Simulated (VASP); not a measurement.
Input of a VASP 6.6.1 run:

File INCAR:

```
ALGO = Normal
EDIFF = 1E-6
EDIFFG = -0.001
ENCUT = 600
GGA = PE
IBRION = 2
ISIF = 3
ISMEAR = -1
LASPH = T
LCHARG = F
LREAL = F
LWAVE = F
NELM = 100
NSW = 80
PREC = Accurate
SIGMA = 0.15
```

KPOINTS

```
k-points
0
Gamma
  15 15 10
```

The input POSCAR:

```
ScPb
1.0
    3.4863729240      0.0000000000      0.0000000000
   -1.7431864620      3.0192875192      0.0000000000
    0.0000000000      0.0000000000      4.8589143179
Sc Pb
1 1
Direct
    0.0000000000      0.0000000000      0.5000000000
    0.6666666667      0.3333333333      0.0000000000
```

Potentials or basis: VASP PAW PBE potentials, release 64 (Sc_sv, Pb_d).

Command:

```console
$ cat potpaw_PBE.64/Sc_sv/POTCAR potpaw_PBE.64/Pb_d/POTCAR > POTCAR
$ mpirun -np 1 vasp_std > vasp.out
```

Predict the relaxed cell.

a = 3.502 Å, b = 3.502 Å, c = 4.840 Å, α = 90.00°, β = 90.00°, γ = 120.00°.

What does it give for the space group after relaxing (to 0.05 Å)?

P-6m2 (No. 187).

What does it give for the relaxed volume?

25.71 Å³/atom.

Final structure:
```xyz
2
Lattice="3.5022 0.0000 0.0000 -1.7511 3.0330 0.0000 0.0000 0.0000 4.8402" Properties=species:S:1:pos:R:3 pbc="T T T"
Sc    0.0000    0.0000    2.4201
Pb    1.7511    1.0110    0.0000
```
